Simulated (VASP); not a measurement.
Input of a VASP 6.6.1 run:

INCAR

```
PREC     = Accurate       # precision mode
ENCUT    = 520            # plane-wave cutoff, eV
EDIFF    = 1E-6           # SCF threshold, eV
ISMEAR   = -1             # smearing method
SIGMA    = 0.3            # smearing width, eV
LREAL    = False          # projectors in reciprocal space
LASPH    = True           # aspherical terms in the spheres
NELM     = 100            # most SCF steps
ALGO     = Normal         # electronic algorithm
ISIF     = 2              # what is computed and relaxed
LWAVE    = False          # write WAVECAR
LCHARG   = False          # write CHGCAR
GGA      = PE             # functional
NBANDS   = 12             # bands
```

The input KPOINTS:

```
regular mesh
0
Gamma
  13 13 13
```

The input POSCAR:

```
Ag
1.0
    0.0000000000      2.0734381516      2.0734381516
    2.0734381516      0.0000000000      2.0734381516
    2.0734381516      2.0734381516      0.0000000000
Ag
1
Direct
    0.0000000000      0.0000000000      0.0000000000
```

Potentials or basis: VASP PAW PBE potentials, release 64 (Ag).

Run with:

```sh
$ cat potpaw_PBE.64/Ag/POTCAR > POTCAR
$ mpirun -np 1 vasp_std > vasp.out
```

**Question.** Estimate the pressure.

**Answer.** 0.1 GPa.
